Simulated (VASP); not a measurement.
The system is CdTe (zincblende type).

```xyz
2
Lattice="0.0000 3.1072 3.1072 3.1072 0.0000 3.1072 3.1072 3.1072 0.0000" Properties=species:S:1:pos:R:3 pbc="T T T"
Cd    0.0000    0.0000    0.0000
Te    1.5536    1.5536    1.5536
```

* Program: VASP 6.6.1
* Task: relaxation of cell and atoms
* Functional: LDA
* Potentials or basis: VASP PAW LDA potentials, release 64 (Cd, Te)
* Cutoff: 600 eV
* k mesh: 12 × 12 × 12
* Occupations: fermi-dirac, width 0.05 eV
* Spin: no spin polarisation

At the start: pressure 5.7 GPa; volume 30.00 Å³/atom.

Task: How do energy, volume and symmetry change on relaxing?

Result: Over 3 steps the energy falls by 49.6 meV/atom and the volume is 33.07 Å³/atom (+10.2 %); space group F-43m (No. 216, to 0.05 Å).

Step by step:
```tsv
step	energy change (eV)	largest force (eV/Å)	pressure (GPa)	volume (Å³)
1	0.0000	0.0000	5.67	60.00
2	-0.0745	0.0000	-2.11	69.71
3	-0.0992	0.0000	0.02	66.15
```

Final structure:
```xyz
2
Lattice="0.0000 3.2099 3.2099 3.2099 0.0000 3.2099 3.2099 3.2099 0.0000" Properties=species:S:1:pos:R:3 pbc="T T T"
Cd    0.0000    0.0000    0.0000
Te    1.6050    1.6050    1.6050
```
